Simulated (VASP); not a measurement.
# Ca2Si (Immm) in VASP: single point with LDA

Aim: the single point of Ca2Si with LDA.

Everything below comes from runs of VASP 6.6.1. Logs are shortened: lines on timing, memory, paths and dates and some standing lists are left out, and cuts for length are marked.

**1. The cell of the first run**

Symmetry: Immm, No. 71, orthorhombic system. Conventional cell: a = 4.837 Å, b = 4.837 Å, c = 7.331 Å, α = 90.00°, β = 90.00°, γ = 90.00°. Ca (site symmetry mm2) has 4 Si at 2.93 to 3.14 Å and 5 Ca at 3.32 to 3.44 Å within 3.9 Å. Within 3.9 Å of Si (site symmetry mmm) lie 8 Ca at 2.93 to 3.14 Å.

**2. Single point, LDA (mode 6 frozen in at -0.163 Å, strain +e along z and -e/2 along x and y +0.0467)**

The input, INCAR:

```
  PREC = Accurate
  ENCUT = 520
  EDIFF = 1E-6
  ISMEAR = 0
  SIGMA = 0.05
  LREAL = F
  LASPH = T
  NELM = 100
  ALGO = Fast
  ISIF = 2
  LWAVE = F
  LCHARG = T
  GGA = CA
  LELF = T
  LVHAR = T
  NBANDS = 19
```

The input, KPOINTS:

```
Automatic mesh
0
Gamma
  8 8 8
```

The input, POSCAR:

```
Ca2Si
1.0
    0.0000000000      3.4199606202      3.6652565209
    3.4199606202      0.0000000000      3.6652565209
    3.4199606202      3.4199606202      0.0000000000
Ca Si
2 1
Direct
    0.7267257627      0.7267257627      0.7732742373
    0.2732742373      0.2732742373      0.2267257627
    0.0000000000      0.0000000000      0.0000000000
```

Potentials or basis: VASP PAW LDA potentials, release 64 (Ca_sv, Si).

Started as:

```sh
$ cat potpaw_LDA.64/Ca_sv/POTCAR potpaw_LDA.64/Si/POTCAR > POTCAR
$ mpirun -np 1 vasp_std > vasp.out
```

OUTCAR:

```text
PREC = Accurate
   ENCUT = 520
   EDIFF = 1E-6
   ISMEAR = 0
   LREAL = F
   LASPH = T
   NELM = 100
   ISIF = 2
   GGA = CA

 ion  position               nearest neighbor table
   1  0.727  0.727  0.773-   3 2.93   3 2.93   3 3.14   3 3.14
   2  0.273  0.273  0.227-   3 2.93   3 2.93   3 3.14   3 3.14
   3  0.000  0.000  0.000-   1 2.93   1 2.93   2 2.93   2 2.93   2 3.14   2 3.14   1 3.14   1 3.14

  LATTYP: Found a body centered tetragonal cell.
 ALAT       =     4.8365546919
 C/A-ratio  =     1.5156477097

  Lattice vectors:

 A1 = (  -3.4199606202,   0.0000000000,   3.6652565209)
 A2 = (   3.4199606202,   0.0000000000,   3.6652565209)
 A3 = (   0.0000000000,   3.4199606202,  -3.6652565209)

Analysis of symmetry for initial positions (statically):
=====================================================================
 Subroutine PRICEL returns:
 Original cell was already a primitive cell.

 Routine SETGRP: Setting up the symmetry group for a
 body centered tetragonal supercell.

 Subroutine GETGRP returns: Found  8 space group operations
 (whereof  8 operations were pure point group operations)
 out of a pool of 16 trial point group operations.

The static configuration has the point symmetry D_2h.

Analysis of symmetry for dynamics (positions and initial velocities):
=====================================================================
 Subroutine PRICEL returns:
 Original cell was already a primitive cell.

 Routine SETGRP: Setting up the symmetry group for a
 body centered tetragonal supercell.

 Subroutine GETGRP returns: Found  8 space group operations
 (whereof  8 operations were pure point group operations)
 out of a pool of 16 trial point group operations.

The dynamic configuration has the point symmetry D_2h.

 Subroutine INISYM returns: Found  8 space group operations
 (whereof  8 operations are pure point group operations),
 and found     1 'primitive' translations

----------------------------------------------------------------------------------------

                                     Primitive cell

  volume of cell :      85.7386

  direct lattice vectors                    reciprocal lattice vectors
     0.000000000  3.419960620  3.665256521    -0.146200514  0.146200514  0.136416100
     3.419960620  0.000000000  3.665256521     0.146200514 -0.146200514  0.136416100
     3.419960620  3.419960620  0.000000000     0.146200514  0.146200514 -0.136416100

  length of vectors
     5.013006683  5.013006683  4.836554692     0.247706546  0.247706546  0.247706546

  position of ions in fractional coordinates (direct lattice)
     0.726725763  0.726725763  0.773274237
     0.273274237  0.273274237  0.226725763
     0.000000000  0.000000000  0.000000000

  ion indices of the primitive-cell ions
   primitive index   ion index
                 1           1
                 2           2
                 3           3

----------------------------------------------------------------------------------------

 KPOINTS: Automatic mesh

Automatic generation of k-mesh.
 Grid dimensions read from file:
 generate k-points for:    8    8    8

 Generating k-lattice:

  Cartesian coordinates                     Fractional coordinates (reciprocal lattice)
    -0.018275064  0.018275064  0.017052012     0.125000000 -0.000000000  0.000000000
     0.018275064 -0.018275064  0.017052012    -0.000000000  0.125000000  0.000000000
     0.018275064  0.018275064 -0.017052012     0.000000000  0.000000000  0.125000000

  Length of vectors
     0.030963318  0.030963318  0.030963318

  Shift w.r.t. Gamma in fractional coordinates (k-lattice)
     0.000000000  0.000000000  0.000000000

 Subroutine IBZKPT returns following result:
 ===========================================

 Found     95 irreducible k-points:

 Following reciprocal coordinates:
            Coordinates               Weight
  0.000000  0.000000  0.000000      1.000000
  0.125000  0.000000  0.000000      4.000000
  0.000000  0.000000 -0.125000      4.000000
  0.250000  0.000000  0.000000      4.000000
  0.000000  0.000000 -0.250000      4.000000
  0.375000  0.000000  0.000000      4.000000
[... 16 lines left out ...]
  0.250000  0.250000  0.000000      2.000000
  0.375000  0.250000  0.000000      4.000000
 [... further k-points ...]
   k-points           NKPTS =     95   k-points in BZ     NKDIM =     95   number of bands    NBANDS=     19
   number of dos      NEDOS =    301   number of ions     NIONS =      3
   total plane-waves  NPLWV =  57600
   dimension x,y,z NGX =    40 NGY =   40 NGZ =   36
   dimension x,y,z NGXF=    80 NGYF=   80 NGZF=   72
   ions per type =               2   1
   NGX,Y,Z   is equivalent  to a cutoff of  13.27, 13.27, 12.37 a.u.
   NGXF,Y,Z  is equivalent  to a cutoff of  26.53, 26.53, 24.75 a.u.
 SYSTEM =  unknown system
   PREC   = accura    normal or accurate (medium, high low for compatibility)
   ISTART =      0    job   : 0-new  1-cont  2-samecut
   ICHARG =      2    charge: 1-file 2-atom 10-const
   ISPIN  =      1    spin polarized calculation?
   LNONCOLLINEAR =      F non collinear calculations
   LSORBIT =      F    spin-orbit coupling
   LASPH  =      T    aspherical Exc in radial PAW
   ENCUT  =  520.0 eV  38.22 Ry    6.18 a.u.   9.32  9.32  8.99*2*pi/ulx,y,z
   NELM   =    100;   NELMIN=  2; NELMDL= -5     # of ELM steps
   EDIFF  = 0.1E-05   stopping-criterion for ELM
   LREAL  =      F    real-space projection
   EDIFFG = 0.1E-04   stopping-criterion for IOM
   NSW    =      0    number of steps for IOM
   IBRION =     -1    ionic relax: 0-MD 1-quasi-New 2-CG
   NFREE  =      0    steps in history (QN), initial steepest desc. (CG)
   ISIF   =      2    stress and relaxation
   ISYM   =      2    0-nonsym 1-usesym 2-fastsym
   POTIM  = 0.5000    time-step for ionic-motion
   TEBEG  =    0.0;   TEEND  =   0.0 temperature during run
   PSTRESS=    0.0 pullay stress
   NELECT =      24.0000    total number of electrons
   NUPDOWN=      -1.0000    fix difference up-down
   EMIN   =  10.00;   EMAX   =-10.00  energy-range for DOS
   EFERMI =   0.00;   METHOD = LEGACY
   ISMEAR =     0;   SIGMA  =   0.05  broadening in eV -4-tet -1-fermi 0-gaus
   EFERMI_NEDOS =   21; number of points for ismear=-14 and -15
   IALGO  =     68    algorithm
   IMIX   =      4    mixing-type and parameters
     AMIX     =   0.40;   BMIX     =  1.00
     AMIX_MAG =   1.60;   BMIX_MAG =  1.00
  volume/ion in A,a.u.               =      28.58       192.86
  Fermi-wavevector in a.u.,A,eV,Ry     =   1.070910  2.023727 15.603823  1.146849
  Thomas-Fermi vector in A             =   2.206635
   LORBIT       =      0    0 simple, 1 ext, 2 COOP (PROOUT), +10 PAW based schemes
   GGA     = CA    functional components
   LHFCALC =     F    Hartree Fock is set to
   AEXX    =    0.0000 exact exchange contribution
   IVDW    =     0    specifies the selected vdW correction
   LEPSILON=     F    determine dielectric tensor
   LRPA    =     F    only Hartree local field effects (RPA)
 non-spin polarized calculation
 RMM-DIIS sequential band-by-band and
 Gauss-broadening in eV      SIGMA  =   0.05
  energy-cutoff  :      520.00
  volume of cell :       85.74
 maximum number of plane-waves:      2342
 NGX is ok and might be reduce to    40
   NGX = 19   NGY = 19   NGZ = 17

 number of electron      24.0000002 magnetization

 Free energy of the ion-electron system (eV)
  ---------------------------------------------------
  ext. energy  EPLUGINS =         0.00000000
  ---------------------------------------------------
  free energy    TOTEN  =       -11.64867001 eV

  energy without entropy =      -11.64847984  energy(sigma->0) =      -11.64857493

 E-fermi :   2.8395     XC(G=0):  -8.8951

 val. band max:        2.8274731630   @ k =   0.5000   0.5000   0.0000
 cond. band min:       2.9710963991   @ k =   0.5000   0.0000   0.5000
 fundamental gap:      0.1436232361
 Fermi energy:         2.8395048734

 k-point     1 :       0.0000    0.0000    0.0000
  band No.  band energies     occupation
      1     -37.5056      2.00000
      2     -37.4317      2.00000
      3     -18.9398      2.00000
      4     -18.9159      2.00000
      5     -18.8641      2.00000
      6     -18.7223      2.00000
[... 11 lines left out ...]
     18       7.7292      0.00000
     19       8.0512      0.00000

 k-point     2 :       0.1250    0.0000    0.0000
  band No.  band energies     occupation
      1     -37.5029      2.00000
      2     -37.4343      2.00000
      3     -18.9321      2.00000
      4     -18.9103      2.00000
      5     -18.8653      2.00000
      6     -18.7310      2.00000
[... 11 lines left out ...]
     18       7.3467      0.00000
     19       7.5584      0.00000

 k-point     3 :       0.0000    0.0000   -0.1250
  band No.  band energies     occupation
      1     -37.5029      2.00000
      2     -37.4343      2.00000
      3     -18.9336      2.00000
      4     -18.9084      2.00000
      5     -18.8653      2.00000
      6     -18.7325      2.00000
[... 11 lines left out ...]
     18       7.4404      0.00000
     19       7.7126      0.00000

 k-point     4 :       0.2500    0.0000    0.0000
  band No.  band energies     occupation
      1     -37.4952      2.00000
      2     -37.4415      2.00000
      3     -18.9098      2.00000
      4     -18.8944      2.00000
      5     -18.8678      2.00000
      6     -18.7555      2.00000
[... 407 lines left out ...]
     18       6.8613      0.00000
     19       7.5933      0.00000

 k-point    23 :       0.2500    0.2500    0.0000
  band No.  band energies     occupation
      1     -37.4961      2.00000
      2     -37.4407      2.00000
      3     -18.9549      2.00000
      4     -18.9336      2.00000
      5     -18.8777      2.00000
      6     -18.7115      2.00000
[... 11 lines left out ...]
     18       6.8937      0.00000
     19       7.2520      0.00000

 k-point    24 :       0.3750    0.2500    0.0000
  band No.  band energies     occupation
      1     -37.4900      2.00000
      2     -37.4465      2.00000
      3     -18.9513      2.00000
      4     -18.9351      2.00000
      5     -18.8953      2.00000
      6     -18.7168      2.00000
[... 11 lines left out ...]
     18       6.7783      0.00000
     19       7.2992      0.00000

 [... further k-points ...]

------------------------ aborting loop because EDIFF is reached ----------------------------------------

  FORCE on cell =-STRESS in cart. coord.  units (eV):
  Direction    XX          YY          ZZ          XY          YZ          ZX
  --------------------------------------------------------------------------------------
  -------------------------------------------------------------------------------------
  Total        0.9809859      0.9809859     -1.0420864     -0.8115561      0.0000000      0.0000000
  in kB       18.3314473     18.3314473    -19.4732186    -15.1653547      0.0000000      0.0000000
  external PRESSURE =       5.7298920 kB  Pullay stress =       0.0000000 kB

 VOLUME and BASIS-vectors are now :
 -----------------------------------------------------------------------------
  energy-cutoff  :      520.00
  volume of cell :       85.74
      direct lattice vectors                 reciprocal lattice vectors
     0.000000000  3.419960620  3.665256521    -0.146200514  0.146200514  0.136416100
     3.419960620  0.000000000  3.665256521     0.146200514 -0.146200514  0.136416100
     3.419960620  3.419960620  0.000000000     0.146200514  0.146200514 -0.136416100

 POSITION                                       TOTAL-FORCE (eV/Angst)
 -----------------------------------------------------------------------------------
      5.12994      5.12994      5.32727        -0.000000      0.000000      0.759443
      1.70998      1.70998      2.00324        -0.000000      0.000000     -0.759443
      0.00000      0.00000      0.00000         0.000000     -0.000000      0.000000
 -----------------------------------------------------------------------------------
    total drift:                                0.000000      0.000000     -0.000000

  FREE ENERGIE OF THE ION-ELECTRON SYSTEM (eV)
  ---------------------------------------------------
  free  energy   TOTEN  =       -11.6486700085 eV

  energy  without entropy=      -11.6484798433  energy(sigma->0) =      -11.64857493
```

It took 1.9 min on 1 thread of Intel Xeon 6975P-C (Granite Rapids), shared host; peak memory 0.29 GiB.

Results:

| Quantity | Value |
| --- | --- |
| Free energy | -11.6487 eV |
| Pressure | 0.6 GPa |
| Largest force | 0.759 eV/Å |

Forces in eV/Å, atoms in the order of the input:
```
Ca   0.000  0.000  0.759
Ca   0.000  0.000 -0.759
Si   0.000  0.000  0.000
```

Levels at points of the mesh, in eV from the Fermi level:
| k point | band 9 | band 10 | band 11 | band 12 | band 13 | band 14 | band 15 | band 16 |
| --- | --- | --- | --- | --- | --- | --- | --- | --- |
| (0.00, 0.00, 0.00) | -7.04 | -0.99 | -0.91 | -0.63 | 1.20 | 1.43 | 1.63 | 4.13 |
| (0.50, 0.00, 0.00) | -6.23 | -2.36 | -0.44 | -0.27 | 1.52 | 2.38 | 2.49 | 2.58 |
| (0.00, 0.00, 0.50) | -6.29 | -2.29 | -0.76 | -0.40 | 1.94 | 1.95 | 2.54 | 2.76 |
| (0.50, 0.50, 0.00) | -6.08 | -2.57 | -0.27 | -0.02 | -0.01 | 1.50 | 2.09 | 3.51 |
| (0.50, 0.00, 0.50) | -6.00 | -2.29 | -0.45 | -0.37 | 0.13 | 1.19 | 2.26 | 3.37 |

Caveat: the cell differs from its parent crystal (mode 6 frozen in at -0.163 Å, strain +e along z and -e/2 along x and y +0.0467).
